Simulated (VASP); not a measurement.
# GaN (Fm-3m) in VASP: notebook, part 2 of 2

VASP 6.6.1. The steps go on from the part before.

## Step 3: Single point, PBEsol

This run uses another cell than the first one, of 9.35 Å³/atom, 0.980 times its volume.

Contents of INCAR:

```
SYSTEM = GaN
PREC     = Accurate       ! precision mode
ENCUT    = 520            ! plane-wave cutoff, eV
EDIFF    = 1E-7           ! SCF threshold, eV
ISMEAR   = -1             ! smearing method
SIGMA    = 0.05           ! smearing width, eV
LREAL    = .FALSE.        ! projectors in reciprocal space
LASPH    = .TRUE.         ! aspherical terms in the spheres
NELM     = 80             ! most SCF steps
ALGO     = Normal         ! electronic algorithm
ISIF     = 2              ! what is computed and relaxed
LWAVE    = .FALSE.        ! write WAVECAR
LCHARG   = .FALSE.        ! write CHGCAR
GGA      = PS             ! functional
NBANDS   = 16             ! bands
```

Contents of KPOINTS:

```
Automatic mesh
0
G
  11 11 11
  0 0 0
```

Contents of POSCAR:

```
GaN
1.0
    0.0000000000      2.1063769354      2.1063769354
    2.1063769354      0.0000000000      2.1063769354
    2.1063769354      2.1063769354      0.0000000000
Ga N
1 1
Direct
    0.0000000000      0.0000000000      0.0000000000
    0.5000000000      0.5000000000      0.5000000000
```

Potentials or basis: VASP PAW PBE potentials, release 64 (Ga_d, N).

On the command line:

```bash
$ cat potpaw_PBE.64/Ga_d/POTCAR potpaw_PBE.64/N/POTCAR > POTCAR
$ mpirun -np 1 vasp_std > vasp.out
```

OUTCAR:

```text
SYSTEM = GaN
   PREC = Accurate
   ENCUT = 520
   EDIFF = 1E-7
   ISMEAR = -1
   LREAL = .FALSE.
   LASPH = .TRUE.
   NELM = 80
   ISIF = 2
   GGA = PS

 ion  position               nearest neighbor table
   1  0.000  0.000  0.000-   2 2.11   2 2.11   2 2.11   2 2.11   2 2.11   2 2.11
   2  0.500  0.500  0.500-   1 2.11   1 2.11   1 2.11   1 2.11   1 2.11   1 2.11

  LATTYP: Found a face centered cubic cell.
 ALAT       =     4.2127538708

  Lattice vectors:

 A1 = (   0.0000000000,   2.1063769354,   2.1063769354)
 A2 = (   2.1063769354,   0.0000000000,   2.1063769354)
 A3 = (   2.1063769354,   2.1063769354,   0.0000000000)

Analysis of symmetry for initial positions (statically):
=====================================================================
 Subroutine PRICEL returns:
 Original cell was already a primitive cell.

 Routine SETGRP: Setting up the symmetry group for a
 face centered cubic supercell.

 Subroutine GETGRP returns: Found 48 space group operations
 (whereof 48 operations were pure point group operations)
 out of a pool of 48 trial point group operations.

The static configuration has the point symmetry O_h .

Analysis of symmetry for dynamics (positions and initial velocities):
=====================================================================
 Subroutine PRICEL returns:
 Original cell was already a primitive cell.

 Routine SETGRP: Setting up the symmetry group for a
 face centered cubic supercell.

 Subroutine GETGRP returns: Found 48 space group operations
 (whereof 48 operations were pure point group operations)
 out of a pool of 48 trial point group operations.

The dynamic configuration has the point symmetry O_h .

 Subroutine INISYM returns: Found 48 space group operations
 (whereof 48 operations are pure point group operations),
 and found     1 'primitive' translations

[... 105 lines left out ...]
   NELECT =      18.0000    total number of electrons
   NUPDOWN=      -1.0000    fix difference up-down
   EMIN   =  10.00;   EMAX   =-10.00  energy-range for DOS
   EFERMI =   0.00;   METHOD = LEGACY
   ISMEAR =    -1;   SIGMA  =   0.05  broadening in eV -4-tet -1-fermi 0-gaus
   EFERMI_NEDOS =   21; number of points for ismear=-14 and -15
   IALGO  =     38    algorithm
   IMIX   =      4    mixing-type and parameters
     AMIX     =   0.40;   BMIX     =  1.00
     AMIX_MAG =   1.60;   BMIX_MAG =  1.00
  volume/ion in A,a.u.               =       9.35        63.07
  Fermi-wavevector in a.u.,A,eV,Ry     =   1.616663  3.055051 35.560189  2.613600
  Thomas-Fermi vector in A             =   2.711213
   LORBIT       =      0    0 simple, 1 ext, 2 COOP (PROOUT), +10 PAW based schemes
   GGA     = PS    functional components
   LHFCALC =     F    Hartree Fock is set to
   AEXX    =    0.0000 exact exchange contribution
   IVDW    =     0    specifies the selected vdW correction
   LEPSILON=     F    determine dielectric tensor
   LRPA    =     F    only Hartree local field effects (RPA)
 non-spin polarized calculation
  energy-cutoff  :      520.00
  volume of cell :       18.69
 maximum number of plane-waves:       531
 NGX is ok and might be reduce to    24
   NGX = 11   NGY = 11   NGZ = 11

 number of electron      18.0000007 magnetization

 Free energy of the ion-electron system (eV)
  ---------------------------------------------------
  ext. energy  EPLUGINS =         0.00000000
  ---------------------------------------------------
  free energy    TOTEN  =       -12.25916635 eV

  energy without entropy =      -12.25915399  energy(sigma->0) =      -12.25916017

 E-fermi :   8.2991     XC(G=0): -13.3359

 val. band max:        7.9068271837   @ k =  -0.1818   0.1818   0.0000
 cond. band min:       8.6211505351   @ k =   0.4545   0.4545   0.0000
 fundamental gap:      0.7143233514
 Fermi energy:         8.2991008330

 k-point     1 :       0.0000    0.0000    0.0000
  band No.  band energies     occupation
      1      -9.5209      2.00000
      2      -6.0333      2.00000
      3      -6.0333      2.00000
      4      -6.0333      2.00000
      5      -5.9342      2.00000
      6      -5.9342      2.00000
[... 433 lines left out ...]
      3      -6.0946      2.00000
      4      -6.0758      2.00000
      5      -5.9376      2.00000
      6      -5.7245      2.00000
[... 8 lines left out ...]
     15      26.2198      0.00000
     16      28.3686      0.00000

 [... further k-points ...]
[... 5 lines left out ...]
  --------------------------------------------------------------------------------------
  -------------------------------------------------------------------------------------
  Total        0.1932633      0.1932633      0.1932633     -0.0000000     -0.0000000     -0.0000000
  in kB       16.5661542     16.5661542     16.5661542     -0.0000000     -0.0000000     -0.0000000
  external PRESSURE =      16.5661542 kB  Pullay stress =       0.0000000 kB

 VOLUME and BASIS-vectors are now :
 -----------------------------------------------------------------------------
  energy-cutoff  :      520.00
  volume of cell :       18.69
      direct lattice vectors                 reciprocal lattice vectors
     0.000000000  2.106376935  2.106376935    -0.237374418  0.237374418  0.237374418
     2.106376935  0.000000000  2.106376935     0.237374418 -0.237374418  0.237374418
     2.106376935  2.106376935  0.000000000     0.237374418  0.237374418 -0.237374418

 POSITION                                       TOTAL-FORCE (eV/Angst)
 -----------------------------------------------------------------------------------
      0.00000      0.00000      0.00000        -0.000000      0.000000     -0.000000
      2.10638      2.10638      2.10638         0.000000     -0.000000      0.000000
 -----------------------------------------------------------------------------------
    total drift:                                0.000000     -0.000000     -0.000000

  FREE ENERGIE OF THE ION-ELECTRON SYSTEM (eV)
  ---------------------------------------------------
  free  energy   TOTEN  =       -12.2591663491 eV

  energy  without entropy=      -12.2591539892  energy(sigma->0) =      -12.25916017
```

stdout:

```text
POSCAR found type information on POSCAR GaN
 POSCAR found :  2 types and       2 ions
 scaLAPACK will be used
 -----------------------------------------------------------------------------
|                                                                             |
|                                                                             |
|     You enforced a specific xc type in the INCAR file but a different       |
|     I HOPE YOU KNOW WHAT YOU ARE DOING!                                     |
|                                                                             |
 -----------------------------------------------------------------------------

 LDA part: xc-table for (Slater+PW92), standard interpolation
 POSCAR, INCAR and KPOINTS ok, starting setup
 FFT: planning ... GRIDC
 FFT: planning ... GRID_SOFT
 FFT: planning ... GRID
 WAVECAR not read
 entering main loop
```

Wall time 8.9 s (1 thread of Intel Xeon Platinum 8488C (Sapphire Rapids), shared host); peak memory 0.14 GiB.

What came out:

* Free energy: -12.2592 eV
* Pressure: 1.7 GPa
* Band gap on the k mesh: 0.71 eV, indirect (least direct gap 2.88 eV)

Levels at points of the mesh, in eV from the valence-band top:
```
           k point  band 5  band 6  band 7  band 8  band 9  band 10  band 11  band 12  band 13  band 14
(0.00, 0.00, 0.00)  -13.84  -13.84   -0.54   -0.54   -0.54     2.34    14.65    14.65    14.65    15.85
```

Caveat: the PAW data sets were made with another functional, which shifts forces and pressure a little. A k mesh can miss the band edges.

## Step 4: Single point, PBEsol

Contents of INCAR:

```
SYSTEM = GaN
PREC = Accurate ; ENCUT = 520
EDIFF = 1E-6 ; ISMEAR = -1
SIGMA = 0.05 ; LREAL = .False.
LASPH = .True. ; NELM = 100
ALGO = Normal ; ISIF = 2
LWAVE = .False. ; LCHARG = .True.
GGA = PS ; LELF = .True.
LVHAR = .True. ; NBANDS = 16
```

Contents of KPOINTS:

```
Automatic mesh
0
Gamma
  11 11 11
  0 0 0
```

Contents of POSCAR:

```
GaN
1.0
    0.0000000000      2.1209041320      2.1209041320
    2.1209041320      0.0000000000      2.1209041320
    2.1209041320      2.1209041320      0.0000000000
Ga N
1 1
Direct
    0.0000000000      0.0000000000      0.0000000000
    0.5000000000      0.5000000000      0.5000000000
```

On the command line:

```bash
$ cat potpaw_PBE.64/Ga_d/POTCAR potpaw_PBE.64/N/POTCAR > POTCAR
$ mpirun -np 1 vasp_std > vasp.out
```

It took 8.5 s on 1 thread of Intel Xeon Platinum 8488C (Sapphire Rapids), shared host; peak memory 0.14 GiB.

The run converged. Its results:

* Free energy: -12.2577 eV
* Pressure: -3.1 GPa
* Band gap on the k mesh: 0.59 eV, indirect (least direct gap 2.62 eV)

Levels at points of the mesh, in eV from the valence-band top:
| k point | band 5 | band 6 | band 7 | band 8 | band 9 | band 10 | band 11 | band 12 | band 13 | band 14 |
| --- | --- | --- | --- | --- | --- | --- | --- | --- | --- | --- |
| (0.00, 0.00, 0.00) | -13.85 | -13.85 | -0.52 | -0.52 | -0.52 | 2.10 | 14.53 | 14.53 | 14.53 | 15.55 |

Caveat: the PAW data sets were made with another functional, which shifts forces and pressure a little.

## Step 5: Summary

```tsv
level	potentials or basis	cell	gap on the mesh (eV)	pressure (GPa)
LDA	VASP PAW LDA potentials, release 64 (Ga_d, N)	a = 2.999 Å, angles 60.0°, 2 atoms	0.49	-8.6
PBEsol	VASP PAW PBE potentials, release 64 (Ga_d, N)	a = 2.979 Å, angles 60.0°, 2 atoms	0.71	1.7
PBEsol	VASP PAW PBE potentials, release 64 (Ga_d, N)	a = 2.999 Å, angles 60.0°, 2 atoms	0.59	-3.1
```

Alike in all rows: task single point; no spin polarisation; k mesh 11 × 11 × 11; cutoff (eV) 520; smearing fermi-dirac 0.05 eV.

Caveats: the PAW data sets were made with another functional, which shifts forces and pressure a little (some runs).

Absolute energies hang on the potentials; compare differences alone.
